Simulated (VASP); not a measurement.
# Al (P6_3/mmc) in VASP: settings compared

The runs below take Al through single point, with PBEsol, PBEsol+D3(BJ).

Everything below comes from runs of VASP 6.6.1. Logs are shortened: lines on timing, memory, paths and dates and some standing lists are left out, and cuts for length are marked.

**1. The cell of the first run**

It takes space group P6_3/mmc (No. 194, hexagonal). The conventional cell has a = 2.634 Å, b = 2.634 Å, c = 4.312 Å, α = 90.00°, β = 90.00°, γ = 120.00°. Al (site symmetry -6m2) has 12 Al at 2.63 to 2.64 Å within 3.5 Å.

**2. Single point, PBEsol**

File INCAR:

```
SYSTEM = Al
PREC     = Accurate       ! precision mode
ENCUT    = 520            ! plane-wave cutoff, eV
EDIFF    = 1E-6           ! SCF threshold, eV
ISMEAR   = -1             ! smearing method
SIGMA    = 0.05           ! smearing width, eV
LREAL    = .False.        ! projectors in reciprocal space
LASPH    = .True.         ! aspherical terms in the spheres
NELM     = 60             ! most SCF steps
ALGO     = Normal         ! electronic algorithm
ISIF     = 2              ! what is computed and relaxed
LWAVE    = .False.        ! write WAVECAR
LCHARG   = .False.        ! write CHGCAR
GGA      = PS             ! functional
NBANDS   = 10             ! bands
```

File KPOINTS:

```
Automatic mesh
0
Gamma
  11 11 6
  0 0 0
```

File POSCAR:

```
Al
1.0
    2.6339433318      0.0000000000      0.0000000000
   -1.3169716659      2.2810618374      0.0000000000
    0.0000000000      0.0000000000      4.3116393515
Al
2
Direct
    0.3333333333      0.6666666667      0.2500000000
    0.6666666667      0.3333333333      0.7500000000
```

Potentials or basis: VASP PAW PBE potentials, release 64 (Al).

On the command line:

```sh
$ cat potpaw_PBE.64/Al/POTCAR > POTCAR
$ mpirun -np 1 vasp_std > vasp.out
```

OUTCAR:

```text
SYSTEM = Al
   PREC = Accurate
   ENCUT = 520
   EDIFF = 1E-6
   ISMEAR = -1
   LREAL = .False.
   LASPH = .True.
   NELM = 60
   ISIF = 2
   GGA = PS

 ion  position               nearest neighbor table
   1  0.333  0.667  0.250-   2 2.64   2 2.64   2 2.64   2 2.64   2 2.64   2 2.64
   2  0.667  0.333  0.750-   1 2.64   1 2.64   1 2.64   1 2.64   1 2.64   1 2.64

  LATTYP: Found a hexagonal cell.
 ALAT       =     2.6339433318
 C/A-ratio  =     1.6369522075

  Lattice vectors:

 A1 = (   2.6339433318,   0.0000000000,   0.0000000000)
 A2 = (  -1.3169716659,   2.2810618374,   0.0000000000)
 A3 = (   0.0000000000,   0.0000000000,   4.3116393515)

Analysis of symmetry for initial positions (statically):
=====================================================================
 Subroutine PRICEL returns:
 Original cell was already a primitive cell.

 Routine SETGRP: Setting up the symmetry group for a
 hexagonal supercell.

 Subroutine GETGRP returns: Found 24 space group operations
 (whereof 12 operations were pure point group operations)
 out of a pool of 24 trial point group operations.

The static configuration has the point symmetry D_3d.
 The point group associated with its full space group is D_6h.

Analysis of symmetry for dynamics (positions and initial velocities):
=====================================================================
 Subroutine PRICEL returns:
 Original cell was already a primitive cell.

 Routine SETGRP: Setting up the symmetry group for a
 hexagonal supercell.

 Subroutine GETGRP returns: Found 24 space group operations
 (whereof 12 operations were pure point group operations)
 out of a pool of 24 trial point group operations.

The dynamic configuration has the point symmetry D_3d.
 The point group associated with its full space group is D_6h.

 Subroutine INISYM returns: Found 24 space group operations
 (whereof 12 operations are pure point group operations),
 and found     1 'primitive' translations

----------------------------------------------------------------------------------------

                                     Primitive cell

  volume of cell :      25.9051

  direct lattice vectors                    reciprocal lattice vectors
     2.633943332  0.000000000  0.000000000     0.379658889  0.219196162  0.000000000
    -1.316971666  2.281061837  0.000000000     0.000000000  0.438392324  0.000000000
     0.000000000  0.000000000  4.311639352     0.000000000  0.000000000  0.231930344

  length of vectors
     2.633943332  2.633943332  4.311639352     0.438392324  0.438392324  0.231930344

  position of ions in fractional coordinates (direct lattice)
     0.333333333  0.666666667  0.250000000
     0.666666667  0.333333333  0.750000000

  ion indices of the primitive-cell ions
   primitive index   ion index
                 1           1
                 2           2

----------------------------------------------------------------------------------------

 KPOINTS: Automatic mesh

Automatic generation of k-mesh.
 Grid dimensions read from file:
 generate k-points for:   11   11    6

 Generating k-lattice:

  Cartesian coordinates                     Fractional coordinates (reciprocal lattice)
     0.034514444  0.019926924  0.000000000     0.090909091 -0.000000000  0.000000000
     0.000000000  0.039853848  0.000000000     0.000000000  0.090909091  0.000000000
     0.000000000  0.000000000  0.038655057     0.000000000  0.000000000  0.166666667

  Length of vectors
     0.039853848  0.039853848  0.038655057

  Shift w.r.t. Gamma in fractional coordinates (k-lattice)
     0.000000000  0.000000000  0.000000000

 Subroutine IBZKPT returns following result:
 ===========================================

 Found     64 irreducible k-points:

 Following reciprocal coordinates:
            Coordinates               Weight
  0.000000  0.000000  0.000000      1.000000
  0.090909  0.000000  0.000000      6.000000
  0.181818  0.000000  0.000000      6.000000
  0.272727  0.000000  0.000000      6.000000
  0.363636  0.000000  0.000000      6.000000
  0.454545  0.000000  0.000000      6.000000
[... 16 lines left out ...]
  0.090909  0.090909  0.166667     12.000000
  0.181818  0.090909  0.166667     24.000000
 [... further k-points ...]
   k-points           NKPTS =     64   k-points in BZ     NKDIM =     64   number of bands    NBANDS=     10
   number of dos      NEDOS =    301   number of ions     NIONS =      2
   total plane-waves  NPLWV =  12800
   dimension x,y,z NGX =    20 NGY =   20 NGZ =   32
   dimension x,y,z NGXF=    40 NGYF=   40 NGZF=   64
   ions per type =               2
   NGX,Y,Z   is equivalent  to a cutoff of  12.62, 12.62, 12.34 a.u.
   NGXF,Y,Z  is equivalent  to a cutoff of  25.25, 25.25, 24.68 a.u.
 SYSTEM =  Al
   PREC   = accura    normal or accurate (medium, high low for compatibility)
   ISTART =      0    job   : 0-new  1-cont  2-samecut
   ICHARG =      2    charge: 1-file 2-atom 10-const
   ISPIN  =      1    spin polarized calculation?
   LNONCOLLINEAR =      F non collinear calculations
   LSORBIT =      F    spin-orbit coupling
   LASPH  =      T    aspherical Exc in radial PAW
   ENCUT  =  520.0 eV  38.22 Ry    6.18 a.u.   4.90  4.90  8.02*2*pi/ulx,y,z
   NELM   =     60;   NELMIN=  2; NELMDL= -5     # of ELM steps
   EDIFF  = 0.1E-05   stopping-criterion for ELM
   LREAL  =      F    real-space projection
   EDIFFG = 0.1E-04   stopping-criterion for IOM
   NSW    =      0    number of steps for IOM
   IBRION =     -1    ionic relax: 0-MD 1-quasi-New 2-CG
   NFREE  =      0    steps in history (QN), initial steepest desc. (CG)
   ISIF   =      2    stress and relaxation
   ISYM   =      2    0-nonsym 1-usesym 2-fastsym
   POTIM  = 0.5000    time-step for ionic-motion
   TEBEG  =    0.0;   TEEND  =   0.0 temperature during run
   PSTRESS=    0.0 pullay stress
   NELECT =       6.0000    total number of electrons
   NUPDOWN=      -1.0000    fix difference up-down
   EMIN   =  10.00;   EMAX   =-10.00  energy-range for DOS
[... 5 lines left out ...]
     AMIX     =   0.40;   BMIX     =  1.00
     AMIX_MAG =   1.60;   BMIX_MAG =  1.00
  volume/ion in A,a.u.               =      12.95        87.41
  Fermi-wavevector in a.u.,A,eV,Ry     =   1.005379  1.899891 13.752600  1.010788
  Thomas-Fermi vector in A             =   2.138055
   LORBIT       =      0    0 simple, 1 ext, 2 COOP (PROOUT), +10 PAW based schemes
   GGA     = PS    functional components
   LHFCALC =     F    Hartree Fock is set to
   AEXX    =    0.0000 exact exchange contribution
   IVDW    =     0    specifies the selected vdW correction
   LEPSILON=     F    determine dielectric tensor
   LRPA    =     F    only Hartree local field effects (RPA)
 non-spin polarized calculation
  energy-cutoff  :      520.00
  volume of cell :       25.91
 maximum number of plane-waves:       714
 NGX is ok and might be reduce to    20
   NGX =  9   NGY =  9   NGZ = 17

 number of electron       6.0000000 magnetization

 Free energy of the ion-electron system (eV)
  ---------------------------------------------------
  ext. energy  EPLUGINS =         0.00000000
  ---------------------------------------------------
  free energy    TOTEN  =        -7.62216571 eV

  energy without entropy =       -7.61581113  energy(sigma->0) =       -7.61898842

 E-fermi :  10.7623     XC(G=0): -11.1760

 val. band max:       10.7370856980   @ k =   0.3636   0.1818   0.0000
 cond. band min:      10.7855412953   @ k =   0.3636   0.0909   0.3333
 fundamental gap:      0.0484555973
 Fermi energy:        10.7623358642

 k-point     1 :       0.0000    0.0000    0.0000
  band No.  band energies     occupation
      1      -2.1940      2.00000
      2       5.1046      2.00000
      3       5.9414      2.00000
      4      23.0925      0.00000
      5      23.0925      0.00000
      6      23.4344      0.00000
      7      23.4344      0.00000
      8      24.0620      0.00000
      9      27.3678      0.00000
     10      28.2872      0.00000

 k-point     2 :       0.0909    0.0000    0.0000
  band No.  band energies     occupation
      1      -1.9597      2.00000
      2       5.3169      2.00000
      3       6.1635      2.00000
      4      19.7150      0.00000
      5      21.3937      0.00000
      6      22.5474      0.00000
      7      25.1842      0.00000
      8      25.3688      0.00000
      9      26.1843      0.00000
     10      27.6449      0.00000

 k-point     3 :       0.1818    0.0000    0.0000
  band No.  band energies     occupation
      1      -1.2597      2.00000
      2       5.9547      2.00000
      3       6.8150      2.00000
      4      15.8891      0.00000
      5      19.8955      0.00000
      6      20.5808      0.00000
      7      22.4167      0.00000
      8      24.0936      0.00000
      9      26.0405      0.00000
     10      26.4049      0.00000

 k-point     4 :       0.2727    0.0000    0.0000
  band No.  band energies     occupation
      1      -0.1032      2.00000
      2       7.0196      2.00000
      3       7.8155      2.00000
      4      12.4142      0.00000
      5      18.3874      0.00000
      6      18.7716      0.00000
      7      18.8359      0.00000
      8      22.1576      0.00000
      9      24.7417      0.00000
     10      25.8240      0.00000

 k-point     5 :       0.3636    0.0000    0.0000
  band No.  band energies     occupation
      1       1.4944      2.00000
      2       8.1926      2.00000
      3       8.5131      2.00000
      4      10.3122      1.99975
      5      15.6262      0.00000
      6      16.0514      0.00000
      7      18.0241      0.00000
      8      20.8087      0.00000
      9      23.8534      0.00000
     10      25.2843      0.00000

 k-point     6 :       0.4545    0.0000    0.0000
  band No.  band energies     occupation
      1       3.5087      2.00000
      2       5.8916      2.00000
      3      10.4249      1.99766
      4      11.5998      0.00000
      5      12.8483      0.00000
      6      13.7692      0.00000
      7      17.6511      0.00000
      8      20.1563      0.00000
      9      23.4047      0.00000
     10      25.0022      0.00000
[... 183 lines left out ...]
 k-point    21 :       0.3636    0.0000    0.1667
  band No.  band energies     occupation
      1       1.7072      2.00000
      2       6.5965      2.00000
      3       9.0401      2.00000
      4      11.8956      0.00000
      5      13.8740      0.00000
      6      17.8851      0.00000
      7      18.2008      0.00000
      8      21.2109      0.00000
      9      22.4445      0.00000
     10      24.4289      0.00000

 k-point    22 :       0.4545    0.0000    0.1667
  band No.  band energies     occupation
      1       3.7150      2.00000
      2       6.0587      2.00000
      3       8.8238      2.00000
      4      11.0724      0.00404
      5      13.6576      0.00000
      6      15.6960      0.00000
      7      17.8275      0.00000
      8      20.4490      0.00000
      9      22.0507      0.00000
     10      24.2901      0.00000

 k-point    23 :       0.0909    0.0909    0.1667
  band No.  band energies     occupation
      1      -1.2734      2.00000
      2       3.8458      2.00000
      3       8.8613      2.00000
      4      17.7938      0.00000
      5      18.3987      0.00000
      6      22.1029      0.00000
      7      22.6554      0.00000
      8      23.2702      0.00000
      9      25.5220      0.00000
     10      25.5737      0.00000

 k-point    24 :       0.1818    0.0909    0.1667
  band No.  band energies     occupation
      1      -0.3470      2.00000
      2       4.7225      2.00000
      3       9.6480      2.00000
      4      14.4009      0.00000
      5      16.6128      0.00000
      6      19.1997      0.00000
      7      21.2327      0.00000
      8      23.1469      0.00000
      9      23.7240      0.00000
     10      25.6882      0.00000

 [... further k-points ...]
[... 5 lines left out ...]
  --------------------------------------------------------------------------------------
  -------------------------------------------------------------------------------------
  Total        4.8811493      4.8811493      4.8774515      0.0000000     -0.0000000      0.0000000
  in kB      301.8886341    301.8886341    301.6599312      0.0000000     -0.0000000      0.0000000
  external PRESSURE =     301.8123998 kB  Pullay stress =       0.0000000 kB

 VOLUME and BASIS-vectors are now :
 -----------------------------------------------------------------------------
  energy-cutoff  :      520.00
  volume of cell :       25.91
      direct lattice vectors                 reciprocal lattice vectors
     2.633943332  0.000000000  0.000000000     0.379658889  0.219196162  0.000000000
    -1.316971666  2.281061837  0.000000000     0.000000000  0.438392324  0.000000000
     0.000000000  0.000000000  4.311639352     0.000000000  0.000000000  0.231930344

 POSITION                                       TOTAL-FORCE (eV/Angst)
 -----------------------------------------------------------------------------------
     -0.00000      1.52071      1.07791        -0.000000      0.000000      0.000000
      1.31697      0.76035      3.23373         0.000000      0.000000      0.000000
 -----------------------------------------------------------------------------------
    total drift:                                0.000000     -0.000000      0.000000

  FREE ENERGIE OF THE ION-ELECTRON SYSTEM (eV)
  ---------------------------------------------------
  free  energy   TOTEN  =        -7.6221657134 eV

  energy  without entropy=       -7.6158111253  energy(sigma->0) =       -7.61898842
```

Wall time 4.9 s (1 thread of Intel Xeon 6975P-C (Granite Rapids), shared host); peak memory 0.13 GiB.

What came out:

```
Free energy            : -7.6222 eV
Pressure               : 30.2 GPa
Band gap on the k mesh : zero (band 3 reaches 15.20 eV, above the bottom of band 4 at 7.36 eV)
```

Caveat: the PAW data sets were made with another functional, which shifts forces and pressure a little.

**3. Single point, PBEsol**

This run uses another cell than the first one, of 13.73 Å³/atom, 1.060 times its volume.

File INCAR:

```
ALGO     = Fast           # electronic algorithm
EDIFF    = 1E-7           # SCF threshold, eV
ENCUT    = 520            # plane-wave cutoff, eV
GGA      = PS             # functional
ISIF     = 2              # what is computed and relaxed
ISMEAR   = -1             # smearing method
LASPH    = T              # aspherical terms in the spheres
LCHARG   = F              # write CHGCAR
LREAL    = F              # projectors in reciprocal space
LWAVE    = F              # write WAVECAR
NBANDS   = 10             # bands
NELM     = 60             # most SCF steps
PREC     = Accurate       # precision mode
SIGMA    = 0.05           # smearing width, eV
```

File KPOINTS:

```
k-points
0
Gamma
  11 11 6
```

File POSCAR:

```
Al
1.0
    2.6808236896      0.0000000000      0.0000000000
   -1.3404118448      2.3216614183      0.0000000000
    0.0000000000      0.0000000000      4.4118179339
Al
2
Direct
    0.3333333333      0.6666666667      0.2500000000
    0.6666666667      0.3333333333      0.7500000000
```

Potentials or basis: VASP PAW PBE potentials, release 64 (Al).

On the command line:

```sh
$ cat potpaw_PBE.64/Al/POTCAR > POTCAR
$ mpirun -np 1 vasp_std > vasp.out
```

Run time: 6.3 s. Hardware: 1 thread of Intel Xeon 6975P-C (Granite Rapids), shared host; peak memory 0.13 GiB.

Results (log left out):

```yaml
Free_energy: -7.8641 eV
Pressure: 20.1 GPa
Band_gap_on_the_k_mesh: zero (band 3 reaches 14.29 eV, above the bottom of band 4 at 6.74 eV)
```

Levels at points of the mesh, in eV from the Fermi level:
| k point | band 1 | band 2 | band 3 | band 4 | band 5 | band 6 |
| --- | --- | --- | --- | --- | --- | --- |
| (0.00, 0.00, 0.00) | -12.50 | -5.44 | -4.79 | 12.07 | 12.07 | 12.25 |
| (0.00, 0.00, 0.50) | -10.62 | -10.62 | 3.62 | 3.62 | 12.97 | 12.97 |

Caveat: the PAW data sets were made with another functional, which shifts forces and pressure a little.

(Part 1 of 2 ends here.)
